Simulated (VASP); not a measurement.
# Ba3Na (I4/mmm) in VASP: single point with LDA

Aim: the single point of Ba3Na with LDA.

Everything below comes from runs of VASP 6.6.1. Logs are shortened: lines on timing, memory, paths and dates and some standing lists are left out, and cuts for length are marked.

### Step 1. The cell of the first run

It takes space group I4/mmm (No. 139, tetragonal). The conventional cell has a = 5.963 Å, b = 5.963 Å, c = 13.253 Å, α = 90.00°, β = 90.00°, γ = 90.00°. Na (site symmetry 4/mmm) has 12 Ba at 4.22 to 4.46 Å within 5.5 Å. Within 5.5 Å of Ba (site symmetry -4m2) lie 8 Ba at 4.22 to 4.46 Å and 4 Na at 4.46 Å. Ba (site symmetry 4/mmm) has 4 Na at 4.22 Å and 8 Ba at 4.46 Å within 5.5 Å.

### Step 2. Single point, LDA

File INCAR:

```
SYSTEM = Ba3Na
PREC = Accurate
ENCUT = 520
EDIFF = 1E-6
ISMEAR = -1
SIGMA = 0.1
LREAL = .False.
LASPH = .True.
NELM = 100
ALGO = Normal
ISIF = 2
LWAVE = .False.
LCHARG = .False.
GGA = CA
NBANDS = 26
```

File KPOINTS:

```
Automatic mesh
0
Gamma
  6 6 6
  0 0 0
```

File POSCAR:

```
Ba3Na
1.0
   -2.9813010000      2.9813010000      6.6266040000
    2.9813010000     -2.9813010000      6.6266040000
    2.9813010000      2.9813010000     -6.6266040000
Na Ba
1 3
Direct
    0.0000000000      0.0000000000      0.0000000000
    0.7500000000      0.2500000000      0.5000000000
    0.2500000000      0.7500000000      0.5000000000
    0.5000000000      0.5000000000      0.0000000000
```

Potentials or basis: VASP PAW LDA potentials, release 64 (Na_pv, Ba_sv).

On the command line:

```sh
> cat potpaw_LDA.64/Na_pv/POTCAR potpaw_LDA.64/Ba_sv/POTCAR > POTCAR
> mpirun -np 1 vasp_std > vasp.out
```

OUTCAR:

```text
SYSTEM = Ba3Na
   PREC = Accurate
   ENCUT = 520
   EDIFF = 1E-6
   ISMEAR = -1
   LREAL = .False.
   LASPH = .True.
   NELM = 100
   ISIF = 2
   GGA = CA

 ion  position               nearest neighbor table
   1  0.000  0.000  0.000-
   2  0.750  0.250  0.500-   3 4.22   3 4.22   3 4.22   3 4.22   4 4.46   4 4.46   4 4.46   4 4.46

   3  0.250  0.750  0.500-   2 4.22   2 4.22   2 4.22   2 4.22   4 4.46   4 4.46   4 4.46   4 4.46

   4  0.500  0.500  0.000-   3 4.46   2 4.46   2 4.46   3 4.46   2 4.46   3 4.46   3 4.46   2 4.46

  LATTYP: Found a body centered tetragonal cell.
 ALAT       =     5.9626020000
 C/A-ratio  =     2.2227222276

  Lattice vectors:

 A1 = (  -2.9813010000,   2.9813010000,   6.6266040000)
 A2 = (   2.9813010000,  -2.9813010000,   6.6266040000)
 A3 = (   2.9813010000,   2.9813010000,  -6.6266040000)

Analysis of symmetry for initial positions (statically):
=====================================================================
 Subroutine PRICEL returns:
 Original cell was already a primitive cell.

 Routine SETGRP: Setting up the symmetry group for a
 body centered tetragonal supercell.

 Subroutine GETGRP returns: Found 16 space group operations
 (whereof 16 operations were pure point group operations)
 out of a pool of 16 trial point group operations.

The static configuration has the point symmetry D_4h.

Analysis of symmetry for dynamics (positions and initial velocities):
=====================================================================
 Subroutine PRICEL returns:
 Original cell was already a primitive cell.

 Routine SETGRP: Setting up the symmetry group for a
 body centered tetragonal supercell.

 Subroutine GETGRP returns: Found 16 space group operations
 (whereof 16 operations were pure point group operations)
 out of a pool of 16 trial point group operations.

The dynamic configuration has the point symmetry D_4h.

 Subroutine INISYM returns: Found 16 space group operations
 (whereof 16 operations are pure point group operations),
 and found     1 'primitive' translations

----------------------------------------------------------------------------------------

                                     Primitive cell

  volume of cell :     235.5932

  direct lattice vectors                    reciprocal lattice vectors
    -2.981301000  2.981301000  6.626604000     0.000000000  0.167712016  0.075453430
     2.981301000 -2.981301000  6.626604000     0.167712016  0.000000000  0.075453430
     2.981301000  2.981301000 -6.626604000     0.167712016  0.167712016  0.000000000

  length of vectors
     7.854183082  7.854183082  7.854183082     0.183903617  0.183903617  0.237180607

  position of ions in fractional coordinates (direct lattice)
     0.000000000  0.000000000  0.000000000
     0.750000000  0.250000000  0.500000000
     0.250000000  0.750000000  0.500000000
     0.500000000  0.500000000  0.000000000

  ion indices of the primitive-cell ions
   primitive index   ion index
                 1           1
                 2           2
                 3           3
                 4           4

----------------------------------------------------------------------------------------

 KPOINTS: Automatic mesh

Automatic generation of k-mesh.
 Grid dimensions read from file:
 generate k-points for:    6    6    6

 Generating k-lattice:

  Cartesian coordinates                     Fractional coordinates (reciprocal lattice)
     0.000000000  0.027952003  0.012575572     0.166666667  0.000000000 -0.000000000
     0.027952003  0.000000000  0.012575572     0.000000000  0.166666667 -0.000000000
     0.027952003  0.027952003  0.000000000     0.000000000  0.000000000  0.166666667

  Length of vectors
     0.030650603  0.030650603  0.039530101

  Shift w.r.t. Gamma in fractional coordinates (k-lattice)
     0.000000000  0.000000000  0.000000000

 Subroutine IBZKPT returns following result:
 ===========================================

 Found     30 irreducible k-points:

 Following reciprocal coordinates:
            Coordinates               Weight
  0.000000  0.000000  0.000000      1.000000
  0.166667  0.000000  0.000000      8.000000
  0.333333  0.000000 -0.000000      8.000000
  0.500000  0.000000  0.000000      4.000000
  0.166667  0.166667  0.000000      8.000000
  0.333333  0.166667 -0.000000     16.000000
[... 16 lines left out ...]
 -0.333333 -0.333333  0.166667      8.000000
 -0.166667 -0.333333  0.166667      8.000000
 [... further k-points ...]
   k-points           NKPTS =     30   k-points in BZ     NKDIM =     30   number of bands    NBANDS=     26
   number of dos      NEDOS =    301   number of ions     NIONS =      4
   total plane-waves  NPLWV = 216000
   dimension x,y,z NGX =    60 NGY =   60 NGZ =   60
   dimension x,y,z NGXF=   120 NGYF=  120 NGZF=  120
   ions per type =               1   3
   NGX,Y,Z   is equivalent  to a cutoff of  12.70, 12.70, 12.70 a.u.
   NGXF,Y,Z  is equivalent  to a cutoff of  25.40, 25.40, 25.40 a.u.
 SYSTEM =  Ba3Na
   PREC   = accura    normal or accurate (medium, high low for compatibility)
   ISTART =      0    job   : 0-new  1-cont  2-samecut
   ICHARG =      2    charge: 1-file 2-atom 10-const
   ISPIN  =      1    spin polarized calculation?
   LNONCOLLINEAR =      F non collinear calculations
   LSORBIT =      F    spin-orbit coupling
   LASPH  =      T    aspherical Exc in radial PAW
   ENCUT  =  520.0 eV  38.22 Ry    6.18 a.u.  14.60 14.60 14.60*2*pi/ulx,y,z
   NELM   =    100;   NELMIN=  2; NELMDL= -5     # of ELM steps
   EDIFF  = 0.1E-05   stopping-criterion for ELM
   LREAL  =      F    real-space projection
   EDIFFG = 0.1E-04   stopping-criterion for IOM
   NSW    =      0    number of steps for IOM
   IBRION =     -1    ionic relax: 0-MD 1-quasi-New 2-CG
   NFREE  =      0    steps in history (QN), initial steepest desc. (CG)
   ISIF   =      2    stress and relaxation
   ISYM   =      2    0-nonsym 1-usesym 2-fastsym
   POTIM  = 0.5000    time-step for ionic-motion
   TEBEG  =    0.0;   TEEND  =   0.0 temperature during run
   PSTRESS=    0.0 pullay stress
   NELECT =      37.0000    total number of electrons
   NUPDOWN=      -1.0000    fix difference up-down
   EMIN   =  10.00;   EMAX   =-10.00  energy-range for DOS
   EFERMI =   0.00;   METHOD = LEGACY
   ISMEAR =    -1;   SIGMA  =   0.10  broadening in eV -4-tet -1-fermi 0-gaus
   EFERMI_NEDOS =   21; number of points for ismear=-14 and -15
   IALGO  =     38    algorithm
   IMIX   =      4    mixing-type and parameters
     AMIX     =   0.40;   BMIX     =  1.00
     AMIX_MAG =   1.60;   BMIX_MAG =  1.00
  volume/ion in A,a.u.               =      58.90       397.47
  Fermi-wavevector in a.u.,A,eV,Ry     =   0.883259  1.669117 10.614526  0.780146
  Thomas-Fermi vector in A             =   2.004000
   LORBIT       =      0    0 simple, 1 ext, 2 COOP (PROOUT), +10 PAW based schemes
   GGA     = CA    functional components
   LHFCALC =     F    Hartree Fock is set to
   AEXX    =    0.0000 exact exchange contribution
   IVDW    =     0    specifies the selected vdW correction
   LEPSILON=     F    determine dielectric tensor
   LRPA    =     F    only Hartree local field effects (RPA)
 non-spin polarized calculation
  energy-cutoff  :      520.00
  volume of cell :      235.59
 maximum number of plane-waves:      6366
 NGX is ok and might be reduce to    60
   NGX = 29   NGY = 29   NGZ = 29

 number of electron      36.9999997 magnetization

 Free energy of the ion-electron system (eV)
  ---------------------------------------------------
  ext. energy  EPLUGINS =         0.00000000
  ---------------------------------------------------
  free energy    TOTEN  =        -7.87887434 eV

  energy without entropy =       -7.68154539  energy(sigma->0) =       -7.78020987

 E-fermi :   1.1092     XC(G=0):  -7.3306

 val. band max:        1.0912729581   @ k =  -0.3333   0.1667   0.0000
 cond. band min:       1.1128519136   @ k =  -0.1667   0.1667   0.0000
 fundamental gap:      0.0215789554
 Fermi energy:         1.1092038785

 k-point     1 :       0.0000    0.0000    0.0000
  band No.  band energies     occupation
      1     -27.9002      2.00000
      2     -27.8465      2.00000
      3     -27.7998      2.00000
      4     -23.4465      2.00000
      5     -23.4465      2.00000
      6     -23.4317      2.00000
[... 18 lines left out ...]
     25       2.5418      0.00000
     26       3.2655      0.00000

 k-point     2 :       0.1667    0.0000    0.0000
  band No.  band energies     occupation
      1     -27.8983      2.00000
      2     -27.8447      2.00000
      3     -27.8035      2.00000
      4     -23.4465      2.00000
      5     -23.4465      2.00000
      6     -23.4317      2.00000
[... 18 lines left out ...]
     25       2.4089      0.00000
     26       3.4727      0.00000

 k-point     3 :       0.3333    0.0000   -0.0000
  band No.  band energies     occupation
      1     -27.8947      2.00000
      2     -27.8381      2.00000
      3     -27.8135      2.00000
      4     -23.4465      2.00000
      5     -23.4465      2.00000
      6     -23.4317      2.00000
[... 18 lines left out ...]
     25       2.4472      0.00000
     26       3.0190      0.00000

 k-point     4 :       0.5000    0.0000    0.0000
  band No.  band energies     occupation
      1     -27.8930      2.00000
      2     -27.8274      2.00000
      3     -27.8259      2.00000
      4     -23.4466      2.00000
      5     -23.4465      2.00000
      6     -23.4317      2.00000
[... 18 lines left out ...]
     25       2.6303      0.00000
     26       2.7728      0.00000
[... 496 lines left out ...]
      1     -27.8929      2.00000
      2     -27.8401      2.00000
      3     -27.8134      2.00000
      4     -23.4465      2.00000
      5     -23.4465      2.00000
      6     -23.4317      2.00000
[... 18 lines left out ...]
     25       2.6899      0.00000
     26       2.9714      0.00000

 k-point    23 :      -0.3333   -0.3333    0.1667
  band No.  band energies     occupation
      1     -27.8933      2.00000
      2     -27.8465      2.00000
      3     -27.8067      2.00000
      4     -23.4465      2.00000
      5     -23.4465      2.00000
      6     -23.4317      2.00000
[... 18 lines left out ...]
     25       2.8201      0.00000
     26       2.8586      0.00000

 k-point    24 :      -0.1667   -0.3333    0.1667
  band No.  band energies     occupation
      1     -27.8955      2.00000
      2     -27.8475      2.00000
      3     -27.8035      2.00000
      4     -23.4465      2.00000
      5     -23.4465      2.00000
      6     -23.4317      2.00000
[... 18 lines left out ...]
     25       2.7040      0.00000
     26       3.1281      0.00000

 [... further k-points ...]

------------------------ aborting loop because EDIFF is reached ----------------------------------------

  FORCE on cell =-STRESS in cart. coord.  units (eV):
  Direction    XX          YY          ZZ          XY          YZ          ZX
  --------------------------------------------------------------------------------------
  -------------------------------------------------------------------------------------
  Total       -1.5904138     -1.5904138     -1.7454966      0.0000000      0.0000000      0.0000000
  in kB      -10.8157851    -10.8157851    -11.8704427      0.0000000      0.0000000      0.0000000
  external PRESSURE =     -11.1673377 kB  Pullay stress =       0.0000000 kB

 VOLUME and BASIS-vectors are now :
 -----------------------------------------------------------------------------
  energy-cutoff  :      520.00
  volume of cell :      235.59
      direct lattice vectors                 reciprocal lattice vectors
    -2.981301000  2.981301000  6.626604000     0.000000000  0.167712016  0.075453430
     2.981301000 -2.981301000  6.626604000     0.167712016  0.000000000  0.075453430
     2.981301000  2.981301000 -6.626604000     0.167712016  0.167712016  0.000000000

 POSITION                                       TOTAL-FORCE (eV/Angst)
 -----------------------------------------------------------------------------------
      0.00000      0.00000      0.00000        -0.000000      0.000000      0.000000
      0.00000      2.98130      3.31330        -0.000000      0.000000     -0.000000
      2.98130      0.00000      3.31330         0.000000     -0.000000     -0.000000
      0.00000      0.00000      6.62660        -0.000000      0.000000      0.000000
 -----------------------------------------------------------------------------------
    total drift:                               -0.000000     -0.000000      0.000000

  FREE ENERGIE OF THE ION-ELECTRON SYSTEM (eV)
  ---------------------------------------------------
  free  energy   TOTEN  =        -7.8788743439 eV

  energy  without entropy=       -7.6815453892  energy(sigma->0) =       -7.78020987
```

Wall time 5.2 min (1 thread of Intel Xeon Platinum 8175M at 2.50GHz (Skylake/Cascade Lake), shared host); peak memory 0.44 GiB.

Results:

```
Free energy            : -7.8789 eV
Pressure               : -1.1 GPa
Band gap on the k mesh : zero (an odd number of electrons rules out a gap without spin polarisation)
```

Caveat: spin-orbit coupling is left out, which moves the levels of the heavy elements.
